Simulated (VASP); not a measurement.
A run of VASP 6.6.1:

Contents of INCAR:

```
  ALGO = Normal
  EDIFF = 1E-6
  ENCUT = 520
  GGA = PE
  ISIF = 2
  ISMEAR = -1
  ISPIN = 2
  LASPH = T
  LCHARG = F
  LMAXMIX = 4
  LORBIT = 11
  LREAL = F
  LWAVE = F
  MAGMOM = 1.7 0
  NBANDS = 18
  NELM = 150
  PREC = Accurate
  SIGMA = 0.08
```

KPOINTS

```
k-points
0
Gamma
  14 14 14
```

File POSCAR:

```
CoSi
1.0
    0.0000000000      2.4102543242      2.4102543242
    2.4102543242      0.0000000000      2.4102543242
    2.4102543242      2.4102543242      0.0000000000
Co Si
1 1
Direct
    0.0000000000      0.0000000000      0.0000000000
    0.2500000000      0.2500000000      0.2500000000
```

Potentials or basis: VASP PAW PBE potentials, release 64 (Co, Si).

The run is started by

```console
$ cat potpaw_PBE.64/Co/POTCAR potpaw_PBE.64/Si/POTCAR > POTCAR
$ mpirun -np 1 vasp_std > vasp.out
```

Hardware: 1 thread of AMD EPYC 7R13, with other jobs on the host.

Estimate the wall time of this run.

Wall time 4 min on 1 thread of AMD EPYC 7R13, with other jobs on the host, peak memory 0.2 GiB. Counts: scf iterations 14, k points 104.
